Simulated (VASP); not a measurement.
# SnO (P4/nmm) in VASP: notebook

SnO is run at these levels: PBEsol; tasks: single point.

Everything below comes from runs of VASP 6.6.1. Logs are shortened: lines on timing, memory, paths and dates and some standing lists are left out, and cuts for length are marked.

## 1. The cell of the first run

Symmetry: P4/nmm, No. 129, tetragonal system. Conventional cell: a = 3.688 Å, b = 3.688 Å, c = 4.836 Å, α = 90.00°, β = 90.00°, γ = 90.00°. Sn (site symmetry 4mm) has 4 O at 2.17 Å within 2.9 Å. O (site symmetry -4m2) has 4 Sn at 2.17 Å and 4 O at 2.61 Å within 2.9 Å.

## 2. Single point, PBEsol (equal xx and yy strain of -3 %)

Input file INCAR:

```
PREC     = Accurate       # precision mode
ENCUT    = 520            # plane-wave cutoff, eV
EDIFF    = 1E-7           # SCF threshold, eV
ISMEAR   = -1             # smearing method
SIGMA    = 0.01           # smearing width, eV
LREAL    = F              # projectors in reciprocal space
LASPH    = T              # aspherical terms in the spheres
NELM     = 100            # most SCF steps
ALGO     = Normal         # electronic algorithm
ISIF     = 2              # what is computed and relaxed
LWAVE    = F              # write WAVECAR
LCHARG   = F              # write CHGCAR
GGA      = PS             # functional
NBANDS   = 28             # bands
```

Input file KPOINTS:

```
Automatic mesh
0
Gamma
  8 8 6
```

Input file POSCAR:

```
SnO
1.0
    3.6879400000      0.0000000000      0.0000000000
    0.0000000000      3.6879400000      0.0000000000
    0.0000000000      0.0000000000      4.8360000000
Sn O
2 2
Direct
    0.0000000000      0.5000000000      0.2385000000
    0.5000000000      0.0000000000      0.7615000000
    0.0000000000      0.0000000000      0.0000000000
    0.5000000000      0.5000000000      0.0000000000
```

Potentials or basis: VASP PAW PBE potentials, release 64 (Sn_d, O).

The run is started by

```
cat potpaw_PBE.64/Sn_d/POTCAR potpaw_PBE.64/O/POTCAR > POTCAR
mpirun -np 1 vasp_std > vasp.out
```

OUTCAR:

```text
PREC = Accurate
   ENCUT = 520
   EDIFF = 1E-7
   ISMEAR = -1
   LREAL = F
   LASPH = T
   NELM = 100
   ISIF = 2
   GGA = PS

 ion  position               nearest neighbor table
   1  0.000  0.500  0.239-   3 2.17   4 2.17   3 2.17   4 2.17   2 3.48   2 3.48   2 3.48   2 3.48
                             2 3.63   2 3.63   2 3.63   2 3.63
   2  0.500  0.000  0.761-   3 2.17   4 2.17   4 2.17   3 2.17   1 3.48   1 3.48   1 3.48   1 3.48
                             1 3.63   1 3.63   1 3.63   1 3.63
   3  0.000  0.000  0.000-   1 2.17   2 2.17   1 2.17   2 2.17
   4  0.500  0.500  0.000-   1 2.17   2 2.17   2 2.17   1 2.17

  LATTYP: Found a simple tetragonal cell.
 ALAT       =     3.6879400000
 C/A-ratio  =     1.3113011600

  Lattice vectors:

 A1 = (   3.6879400000,   0.0000000000,   0.0000000000)
 A2 = (   0.0000000000,   3.6879400000,   0.0000000000)
 A3 = (   0.0000000000,   0.0000000000,   4.8360000000)

Analysis of symmetry for initial positions (statically):
=====================================================================
 Subroutine PRICEL returns:
 Original cell was already a primitive cell.

 Routine SETGRP: Setting up the symmetry group for a
 simple tetragonal supercell.

 Subroutine GETGRP returns: Found 16 space group operations
 (whereof  8 operations were pure point group operations)
 out of a pool of 16 trial point group operations.

The static configuration has the point symmetry D_2d.
 The point group associated with its full space group is D_4h.

Analysis of symmetry for dynamics (positions and initial velocities):
=====================================================================
 Subroutine PRICEL returns:
 Original cell was already a primitive cell.

 Routine SETGRP: Setting up the symmetry group for a
 simple tetragonal supercell.

 Subroutine GETGRP returns: Found 16 space group operations
 (whereof  8 operations were pure point group operations)
 out of a pool of 16 trial point group operations.

The dynamic configuration has the point symmetry D_2d.
 The point group associated with its full space group is D_4h.

 Subroutine INISYM returns: Found 16 space group operations
 (whereof  8 operations are pure point group operations),
 and found     1 'primitive' translations

----------------------------------------------------------------------------------------

                                     Primitive cell

  volume of cell :      65.7740

  direct lattice vectors                    reciprocal lattice vectors
     3.687940000  0.000000000  0.000000000     0.271154086  0.000000000  0.000000000
     0.000000000  3.687940000  0.000000000     0.000000000  0.271154086  0.000000000
     0.000000000  0.000000000  4.836000000     0.000000000  0.000000000  0.206782465

  length of vectors
     3.687940000  3.687940000  4.836000000     0.271154086  0.271154086  0.206782465

  position of ions in fractional coordinates (direct lattice)
     0.000000000  0.500000000  0.238500000
     0.500000000  0.000000000  0.761500000
     0.000000000  0.000000000  0.000000000
     0.500000000  0.500000000  0.000000000

  ion indices of the primitive-cell ions
   primitive index   ion index
                 1           1
                 2           2
                 3           3
                 4           4

----------------------------------------------------------------------------------------

 KPOINTS: Automatic mesh

Automatic generation of k-mesh.
 Grid dimensions read from file:
 generate k-points for:    8    8    6

 Generating k-lattice:

  Cartesian coordinates                     Fractional coordinates (reciprocal lattice)
     0.033894261  0.000000000  0.000000000     0.125000000  0.000000000  0.000000000
     0.000000000  0.033894261  0.000000000     0.000000000  0.125000000  0.000000000
     0.000000000  0.000000000  0.034463744     0.000000000  0.000000000  0.166666667

  Length of vectors
     0.033894261  0.033894261  0.034463744

  Shift w.r.t. Gamma in fractional coordinates (k-lattice)
     0.000000000  0.000000000  0.000000000

 Subroutine IBZKPT returns following result:
 ===========================================

 Found     60 irreducible k-points:

 Following reciprocal coordinates:
            Coordinates               Weight
  0.000000  0.000000  0.000000      1.000000
  0.125000  0.000000  0.000000      4.000000
  0.250000  0.000000  0.000000      4.000000
  0.375000  0.000000  0.000000      4.000000
  0.500000  0.000000  0.000000      2.000000
  0.125000  0.125000  0.000000      4.000000
[... 16 lines left out ...]
  0.375000  0.125000  0.166667     16.000000
  0.500000  0.125000  0.166667      8.000000
 [... further k-points ...]
   k-points           NKPTS =     60   k-points in BZ     NKDIM =     60   number of bands    NBANDS=     28
   number of dos      NEDOS =    301   number of ions     NIONS =      4
   total plane-waves  NPLWV =  28224
   dimension x,y,z NGX =    28 NGY =   28 NGZ =   36
   dimension x,y,z NGXF=    56 NGYF=   56 NGZF=   72
   ions per type =               2   2
   NGX,Y,Z   is equivalent  to a cutoff of  12.62, 12.62, 12.38 a.u.
   NGXF,Y,Z  is equivalent  to a cutoff of  25.24, 25.24, 24.75 a.u.
 SYSTEM =  unknown system
   PREC   = accura    normal or accurate (medium, high low for compatibility)
   ISTART =      0    job   : 0-new  1-cont  2-samecut
   ICHARG =      2    charge: 1-file 2-atom 10-const
   ISPIN  =      1    spin polarized calculation?
   LNONCOLLINEAR =      F non collinear calculations
   LSORBIT =      F    spin-orbit coupling
   LASPH  =      T    aspherical Exc in radial PAW
   ENCUT  =  520.0 eV  38.22 Ry    6.18 a.u.   6.86  6.86  8.99*2*pi/ulx,y,z
   NELM   =    100;   NELMIN=  2; NELMDL= -5     # of ELM steps
   EDIFF  = 0.1E-06   stopping-criterion for ELM
   LREAL  =      F    real-space projection
   EDIFFG = 0.1E-05   stopping-criterion for IOM
   NSW    =      0    number of steps for IOM
   IBRION =     -1    ionic relax: 0-MD 1-quasi-New 2-CG
   NFREE  =      0    steps in history (QN), initial steepest desc. (CG)
   ISIF   =      2    stress and relaxation
   ISYM   =      2    0-nonsym 1-usesym 2-fastsym
   POTIM  = 0.5000    time-step for ionic-motion
   TEBEG  =    0.0;   TEEND  =   0.0 temperature during run
   PSTRESS=    0.0 pullay stress
   NELECT =      40.0000    total number of electrons
   NUPDOWN=      -1.0000    fix difference up-down
   EMIN   =  10.00;   EMAX   =-10.00  energy-range for DOS
   EFERMI =   0.00;   METHOD = LEGACY
   ISMEAR =    -1;   SIGMA  =   0.01  broadening in eV -4-tet -1-fermi 0-gaus
   EFERMI_NEDOS =   21; number of points for ismear=-14 and -15
   IALGO  =     38    algorithm
   IMIX   =      4    mixing-type and parameters
     AMIX     =   0.40;   BMIX     =  1.00
     AMIX_MAG =   1.60;   BMIX_MAG =  1.00
  volume/ion in A,a.u.               =      16.44       110.97
  Fermi-wavevector in a.u.,A,eV,Ry     =   1.387001  2.621052 26.174511  1.923772
  Thomas-Fermi vector in A             =   2.511264
   LORBIT       =      0    0 simple, 1 ext, 2 COOP (PROOUT), +10 PAW based schemes
   GGA     = PS    functional components
   LHFCALC =     F    Hartree Fock is set to
   AEXX    =    0.0000 exact exchange contribution
   IVDW    =     0    specifies the selected vdW correction
   LEPSILON=     F    determine dielectric tensor
   LRPA    =     F    only Hartree local field effects (RPA)
 non-spin polarized calculation
  energy-cutoff  :      520.00
  volume of cell :       65.77
 maximum number of plane-waves:      1792
 NGX is ok and might be reduce to    28
   NGX = 13   NGY = 13   NGZ = 17

 number of electron      39.9999997 magnetization

 Free energy of the ion-electron system (eV)
  ---------------------------------------------------
  ext. energy  EPLUGINS =         0.00000000
  ---------------------------------------------------
  free energy    TOTEN  =       -24.09343402 eV

  energy without entropy =      -24.09329911  energy(sigma->0) =      -24.09336656

 E-fermi :   8.1264     XC(G=0): -10.8022

 val. band max:        8.1161285243   @ k =   0.1250   0.0000   0.0000
 cond. band min:       8.1547835910   @ k =   0.0000   0.0000   0.0000
 fundamental gap:      0.0386550667
 Fermi energy:         8.1263919352

 k-point     1 :       0.0000    0.0000    0.0000
  band No.  band energies     occupation
      1     -14.3053      2.00000
      2     -13.7262      2.00000
      3     -13.7166      2.00000
      4     -13.7166      2.00000
      5     -13.6432      2.00000
      6     -13.6429      2.00000
[... 20 lines left out ...]
     27      14.7148      0.00000
     28      14.9874      0.00000

 k-point     2 :       0.1250    0.0000    0.0000
  band No.  band energies     occupation
      1     -14.2986      2.00000
      2     -13.7503      2.00000
      3     -13.7137      2.00000
      4     -13.7116      2.00000
      5     -13.7001      2.00000
      6     -13.6456      2.00000
[... 20 lines left out ...]
     27      14.9185      0.00000
     28      16.4471      0.00000

 k-point     3 :       0.2500    0.0000    0.0000
  band No.  band energies     occupation
      1     -14.2800      2.00000
      2     -13.9397      2.00000
      3     -13.7039      2.00000
      4     -13.6982      2.00000
      5     -13.6854      2.00000
      6     -13.6522      2.00000
[... 20 lines left out ...]
     27      15.2569      0.00000
     28      18.6881      0.00000

 k-point     4 :       0.3750    0.0000    0.0000
  band No.  band energies     occupation
      1     -14.2483      2.00000
      2     -14.0918      2.00000
      3     -13.6888      2.00000
      4     -13.6816      2.00000
      5     -13.6718      2.00000
      6     -13.6599      2.00000
[... 578 lines left out ...]
     27      16.4308      0.00000
     28      17.6087      0.00000

 k-point    23 :       0.3750    0.1250    0.1667
  band No.  band energies     occupation
      1     -14.2544      2.00000
      2     -14.1211      2.00000
      3     -13.6969      2.00000
      4     -13.6812      2.00000
      5     -13.6709      2.00000
      6     -13.6539      2.00000
[... 20 lines left out ...]
     27      16.4463      0.00000
     28      16.9641      0.00000

 k-point    24 :       0.5000    0.1250    0.1667
  band No.  band energies     occupation
      1     -14.2076      2.00000
      2     -14.2076      2.00000
      3     -13.6858      2.00000
      4     -13.6858      2.00000
      5     -13.6613      2.00000
      6     -13.6613      2.00000
[... 20 lines left out ...]
     27      16.6119      0.00000
     28      16.6119      0.00000

 [... further k-points ...]
[... 5 lines left out ...]
  --------------------------------------------------------------------------------------
  -------------------------------------------------------------------------------------
  Total        3.7175811      3.7175811      1.8654828      0.0000000      0.0000000      0.0000000
  in kB       90.5559614     90.5559614     45.4409966      0.0000000      0.0000000      0.0000000
  external PRESSURE =      75.5176398 kB  Pullay stress =       0.0000000 kB

 VOLUME and BASIS-vectors are now :
 -----------------------------------------------------------------------------
  energy-cutoff  :      520.00
  volume of cell :       65.77
      direct lattice vectors                 reciprocal lattice vectors
     3.687940000  0.000000000  0.000000000     0.271154086  0.000000000  0.000000000
     0.000000000  3.687940000  0.000000000     0.000000000  0.271154086  0.000000000
     0.000000000  0.000000000  4.836000000     0.000000000  0.000000000  0.206782465

 POSITION                                       TOTAL-FORCE (eV/Angst)
 -----------------------------------------------------------------------------------
      0.00000      1.84397      1.15339        -0.000000      0.000000      0.941532
      1.84397      0.00000      3.68261         0.000000      0.000000     -0.941532
      0.00000      0.00000      0.00000        -0.000000     -0.000000      0.000000
      1.84397      1.84397      0.00000         0.000000      0.000000      0.000000
 -----------------------------------------------------------------------------------
    total drift:                                0.000000      0.000000      0.000000

  FREE ENERGIE OF THE ION-ELECTRON SYSTEM (eV)
  ---------------------------------------------------
  free  energy   TOTEN  =       -24.0934340185 eV

  energy  without entropy=      -24.0932991104  energy(sigma->0) =      -24.09336656
```

It took 55 s on 1 thread of Intel Xeon Platinum 8488C (Sapphire Rapids), shared host; peak memory 0.22 GiB.

Results:

| Item | Value |
| --- | --- |
| Free energy | -24.0934 eV |
| Pressure | 7.6 GPa |
| Largest force | 0.942 eV/Å |
| Band gap on the k mesh | zero (band 20 reaches 8.15 eV, above the bottom of band 21 at 7.78 eV) |

Forces on the atoms (eV/Å):
```
Sn   0.000  0.000  0.942
Sn   0.000  0.000 -0.942
O    0.000  0.000  0.000
O    0.000  0.000  0.000
```

Stress tensor (GPa, compression positive):
```
9.06 0.00 0.00
0.00 9.06 0.00
0.00 0.00 4.54
```

Caveat: the cell differs from its parent crystal (equal xx and yy strain of -3 %); the PAW data sets were made with another functional, which shifts forces and pressure a little; spin-orbit coupling is left out, which moves the levels of the heavy elements.

## 3. Single point, PBEsol (equal xx and yy strain of -1 %)

Input file INCAR:

```
PREC = Accurate
ENCUT = 520
EDIFF = 1E-7
ISMEAR = -1
SIGMA = 0.01
LREAL = False
LASPH = True
NELM = 80
ALGO = Normal
ISIF = 2
LWAVE = False
LCHARG = False
GGA = PS
NBANDS = 28
```

Input file KPOINTS:

```
regular mesh
0
Gamma
  8 8 6
```

Edit POSCAR of step 2 so:

```diff
@@ -2,4 +2,4 @@
 1.0
-    3.6879400000      0.0000000000      0.0000000000
-    0.0000000000      3.6879400000      0.0000000000
+    3.7639800000      0.0000000000      0.0000000000
+    0.0000000000      3.7639800000      0.0000000000
     0.0000000000      0.0000000000      4.8360000000
```

Potentials or basis: VASP PAW PBE potentials, release 64 (Sn_d, O).

The run is started by

```
cat potpaw_PBE.64/Sn_d/POTCAR potpaw_PBE.64/O/POTCAR > POTCAR
mpirun -np 1 vasp_std > vasp.out
```

OUTCAR:

```text
PREC = Accurate
   ENCUT = 520
   EDIFF = 1E-7
   ISMEAR = -1
   LREAL = False
   LASPH = True
   NELM = 80
   ISIF = 2
   GGA = PS

 ion  position               nearest neighbor table
   1  0.000  0.500  0.239-   3 2.21   4 2.21   3 2.21   4 2.21   2 3.52   2 3.52   2 3.52   2 3.52
                             2 3.67   2 3.67   2 3.67   2 3.67
   2  0.500  0.000  0.761-   3 2.21   4 2.21   4 2.21   3 2.21   1 3.52   1 3.52   1 3.52   1 3.52
                             1 3.67   1 3.67   1 3.67   1 3.67
   3  0.000  0.000  0.000-   1 2.21   2 2.21   1 2.21   2 2.21
[... 949 lines left out ...]
  --------------------------------------------------------------------------------------
  -------------------------------------------------------------------------------------
  Total        1.2382044      1.2382044      0.5465828      0.0000000      0.0000000      0.0000000
  in kB       28.9548963     28.9548963     12.7816112      0.0000000      0.0000000      0.0000000
  external PRESSURE =      23.5638012 kB  Pullay stress =       0.0000000 kB

 VOLUME and BASIS-vectors are now :
 -----------------------------------------------------------------------------
  energy-cutoff  :      520.00
  volume of cell :       68.51
      direct lattice vectors                 reciprocal lattice vectors
     3.763980000  0.000000000  0.000000000     0.265676226  0.000000000  0.000000000
     0.000000000  3.763980000  0.000000000     0.000000000  0.265676226  0.000000000
     0.000000000  0.000000000  4.836000000     0.000000000  0.000000000  0.206782465

 POSITION                                       TOTAL-FORCE (eV/Angst)
 -----------------------------------------------------------------------------------
      0.00000      1.88199      1.15339         0.000000      0.000000      0.405241
      1.88199      0.00000      3.68261        -0.000000      0.000000     -0.405241
      0.00000      0.00000      0.00000         0.000000      0.000000      0.000000
      1.88199      1.88199      0.00000         0.000000      0.000000      0.000000
 -----------------------------------------------------------------------------------
    total drift:                                0.000000      0.000000      0.000000

  FREE ENERGIE OF THE ION-ELECTRON SYSTEM (eV)
  ---------------------------------------------------
  free  energy   TOTEN  =       -24.1965525333 eV

  energy  without entropy=      -24.1963803340  energy(sigma->0) =      -24.19646643
```

It took 56 s on 1 thread of Intel Xeon Platinum 8488C (Sapphire Rapids), shared host; peak memory 0.23 GiB.

Results:

* Free energy: -24.1966 eV
* Pressure: 2.4 GPa
* Largest force: 0.405 eV/Å
* Band gap on the k mesh: zero (band 20 reaches 7.40 eV, above the bottom of band 21 at 7.29 eV)

Forces in eV/Å, atoms in the order of the input:
```
Sn   0.000  0.000  0.405
Sn   0.000  0.000 -0.405
O    0.000  0.000  0.000
O    0.000  0.000  0.000
```

Stress tensor (GPa, compression positive):
```
2.90 0.00 0.00
0.00 2.90 0.00
0.00 0.00 1.28
```

Caveat: the cell differs from its parent crystal (equal xx and yy strain of -1 %); the PAW data sets were made with another functional, which shifts forces and pressure a little; spin-orbit coupling is left out, which moves the levels of the heavy elements.

## 4. Single point, PBEsol (equal xx and yy strain of +2 %)

Input file INCAR:

```
  ALGO = Normal
  EDIFF = 1E-7
  ENCUT = 520
  GGA = PS
  ISIF = 2
  ISMEAR = -1
  LASPH = T
  LCHARG = F
  LREAL = F
  LWAVE = F
  NBANDS = 28
  NELM = 60
  PREC = Accurate
  SIGMA = 0.01
```

Input file KPOINTS:

```
k-points
0
Gamma
  8 8 6
```

Edit POSCAR of step 3 so:

```diff
@@ -2,4 +2,4 @@
 1.0
-    3.7639800000      0.0000000000      0.0000000000
-    0.0000000000      3.7639800000      0.0000000000
+    3.8780400000      0.0000000000      0.0000000000
+    0.0000000000      3.8780400000      0.0000000000
     0.0000000000      0.0000000000      4.8360000000
```

The run is started by

```
cat potpaw_PBE.64/Sn_d/POTCAR potpaw_PBE.64/O/POTCAR > POTCAR
mpirun -np 1 vasp_std > vasp.out
```

Wall time 72 s (1 thread of Intel Xeon Platinum 8488C (Sapphire Rapids), shared host); peak memory 0.23 GiB.

The run converged. Its results:

- Free energy: -24.1791 eV
- Pressure: -3.6 GPa
- Largest force: 0.292 eV/Å
- Band gap on the k mesh: 0.23 eV, indirect (least direct gap 1.92 eV)

Forces on the atoms (eV/Å):
```
Sn   0.000  0.000 -0.292
Sn   0.000  0.000  0.292
O    0.000  0.000  0.000
O    0.000  0.000  0.000
```

Stress tensor (GPa, compression positive):
```
-4.17  0.00  0.00
 0.00 -4.17  0.00
 0.00  0.00 -2.39
```

Levels at points of the mesh, in eV from the valence-band top:
```tsv
k point	band 16	band 17	band 18	band 19	band 20	band 21	band 22	band 23	band 24	band 25
(0.00, 0.00, 0.00)	-5.87	-3.12	-2.89	-2.89	-0.01	2.01	4.46	4.68	4.68	5.75
(0.50, 0.00, 0.00)	-4.59	-4.50	-4.50	-2.41	-2.41	3.23	3.23	5.83	5.83	5.90
(0.50, 0.50, 0.00)	-4.69	-2.24	-2.24	-1.70	-1.70	0.23	0.23	4.57	4.57	7.27
(0.00, 0.00, 0.50)	-3.20	-3.12	-2.91	-2.91	-1.83	1.59	3.00	3.00	3.57	8.02
(0.50, 0.00, 0.50)	-5.10	-4.46	-4.46	-1.48	-1.48	2.66	2.66	5.35	5.35	6.57
(0.50, 0.50, 0.50)	-5.17	-2.52	-2.52	-2.24	-2.24	2.53	2.53	4.08	4.08	5.51
```

Caveat: the cell differs from its parent crystal (equal xx and yy strain of +2 %); the PAW data sets were made with another functional, which shifts forces and pressure a little; spin-orbit coupling is left out, which moves the levels of the heavy elements.

(Part 1 of 2 ends here.)
